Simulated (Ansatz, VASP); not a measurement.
# Nb in VASP and in Ansatz

```
CELL_PARAMETERS angstrom
-1.63622 1.63622 1.63622
1.63622 -1.63622 1.63622
1.63622 1.63622 -1.63622
ATOMIC_POSITIONS crystal
Nb 0.00000 0.00000 0.00000
```

Alike in both runs: functional PBEsol; k mesh 18 × 18 × 18; occupations gaussian, width 0.1 eV; no spin polarisation.

Ansatz relaxed the structure, and its values are those at the end. VASP's run is a single point on that final structure, the one shown.

|  | VASP | Ansatz |
| --- | --- | --- |
| version | VASP 6.6.1 | Ansatz 0.2.0 |
| potentials or method | VASP PAW PBE potentials, release 64 (Nb_sv), cutoff 520 eV | scalar-relativistic, plane waves, PAW |
| valence electrons in the cell | 13 | 13 |

Ansatz gave:

* gap on the k mesh at the Fermi level (eV): none
* pressure (GPa): 0.0

Problem. Estimate VASP's values.

Solution. gap on the k mesh at the Fermi level (eV): none; pressure (GPa): -0.3.

VASP's potentials were made for PBE, not for PBEsol. A gap of «none» marks a metal or a gap that the smearing closes. With one functional, cell and mesh, what is left measures potentials, basis and numerics.
